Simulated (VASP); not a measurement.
Runs of VASP 6.6.1 on Si7PdC8. The typed cell holds 16 atoms: a = 6.163 Å, b = 6.163 Å, c = 6.163 Å, α = 60.00°, β = 60.00°, γ = 60.00°. 

```tsv
spin	fixed moment (μB)	pressure (GPa)	moment (μB)	largest force (eV/Å)
off	-	6.9	-	0.31
collinear	2.0	(a)	2.00	0.50
collinear	1.0	6.8	1.00	0.37
collinear	4.4	8.2	4.40	0.51
```

Alike in all rows: task single point; level PBEsol+U; potentials or basis VASP PAW PBE potentials, release 64 (Pd, Si, C); Pd d U = 2.0 eV; cell as given; k mesh 3 × 3 × 3; cutoff (eV) 520; smearing gaussian 0.05 eV.

Fill in the values left out.

(a) 7.0.

Caveats: all runs use coarse meshes; the PAW data sets were made with another functional, which shifts forces and pressure a little; the U is typed as a test and isn't derived for this compound; the total moment is fixed, so each spin has its own Fermi level (at least some runs); U without spin polarisation on a metal has little footing (at least some runs); the moment is held away from its start (at least some runs).
